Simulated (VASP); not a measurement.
Input of a VASP 6.6.1 run:

INCAR

```
SYSTEM = TiAl15N16
PREC = Accurate
ENCUT = 520
EDIFF = 1E-8
ISMEAR = -1
SIGMA = 0.01
LREAL = Auto
LASPH = .TRUE.
NELM = 100
ALGO = Normal
ISIF = 2
LWAVE = .FALSE.
LCHARG = .FALSE.
GGA = PE
LEFG = .TRUE.
NELECT = 136.0
NBANDS = 90
```

KPOINTS

```
regular mesh
0
G
  4 4 2
  0 0 0
```

File POSCAR:

```
TiAl15N16
1.0
    6.2260000000      0.0000000000      0.0000000000
   -3.1130000000      5.3918741640      0.0000000000
    0.0000000000      0.0000000000      9.9620000000
Ti Al N
1 15 16
Direct
    0.1666666666      0.3333333334      0.0000000000
    0.1666666666      0.3333333334      0.5000000000
    0.1666666666      0.8333333334      0.0000000000
    0.1666666666      0.8333333334      0.5000000000
    0.6666666666      0.3333333334      0.0000000000
    0.6666666666      0.3333333334      0.5000000000
    0.6666666666      0.8333333334      0.0000000000
    0.6666666666      0.8333333334      0.5000000000
    0.3333333334      0.1666666666      0.2500000000
    0.3333333334      0.1666666666      0.7500000000
    0.3333333334      0.6666666666      0.2500000000
    0.3333333334      0.6666666666      0.7500000000
    0.8333333334      0.1666666666      0.2500000000
    0.8333333334      0.1666666666      0.7500000000
    0.8333333334      0.6666666666      0.2500000000
    0.8333333334      0.6666666666      0.7500000000
    0.1666666666      0.3333333334      0.1900000000
    0.1666666666      0.3333333334      0.6900000000
    0.1666666666      0.8333333334      0.1900000000
    0.1666666666      0.8333333334      0.6900000000
    0.6666666666      0.3333333334      0.1900000000
    0.6666666666      0.3333333334      0.6900000000
    0.6666666666      0.8333333334      0.1900000000
    0.6666666666      0.8333333334      0.6900000000
    0.3333333334      0.1666666666      0.4400000000
    0.3333333334      0.1666666666      0.9400000000
    0.3333333334      0.6666666666      0.4400000000
    0.3333333334      0.6666666666      0.9400000000
    0.8333333334      0.1666666666      0.4400000000
    0.8333333334      0.1666666666      0.9400000000
    0.8333333334      0.6666666666      0.4400000000
    0.8333333334      0.6666666666      0.9400000000
```

Potentials or basis: VASP PAW PBE potentials, release 64 (Ti_sv, Al, N).

Command:

```console
$ cat potpaw_PBE.64/Ti_sv/POTCAR potpaw_PBE.64/Al/POTCAR potpaw_PBE.64/N/POTCAR > POTCAR
$ mpirun -np 1 vasp_std > vasp.out
```

Q: Predict the largest force.

A: 1.211 eV/Å.

Electric field gradients, principal values (V/Å²):
```
 atom   least  middle  greatest (by size)
 1 Ti  -2.973  -2.973               5.947
 2 Al  -2.506  -2.506               5.011
 3 Al   0.071   4.452              -4.524
 4 Al  -1.889  -2.251               4.139
 5 Al   0.071   4.452              -4.524
 6 Al  -1.889  -2.251               4.139
 7 Al   0.071   4.453              -4.524
 8 Al  -1.889  -2.250               4.139
 9 Al  -2.809  -3.573               6.382
10 Al  -5.476  -5.670              11.146
11 Al  -2.809  -3.573               6.382
12 Al  -5.476  -5.670              11.146
13 Al  -2.809  -3.573               6.382
14 Al  -5.476  -5.670              11.146
15 Al  -0.095  -0.095               0.191
16 Al  -2.413  -2.414               4.827
 17 N   5.892   5.893             -11.785
 18 N  -2.265  -2.265               4.531
 19 N   0.107   3.309              -3.416
 20 N  -0.485  -2.663               3.149
 21 N   0.107   3.309              -3.416
 22 N  -0.485  -2.663               3.149
 23 N   0.107   3.309              -3.415
 24 N  -0.486  -2.663               3.149
 25 N  -1.480  -2.315               3.794
 26 N   1.857   6.051              -7.909
 27 N  -1.480  -2.314               3.794
 28 N   1.857   6.052              -7.909
 29 N  -1.480  -2.314               3.794
 30 N   1.857   6.052              -7.909
 31 N  -1.059  -1.059               2.118
 32 N   3.267   3.267              -6.534
```

Caveat: the cell carries a net charge on a neutralising background, which shifts energy and pressure; without QUAD_EFG the Cq values of the log hold for a quadrupole moment of 1 mb, not for the nuclei.
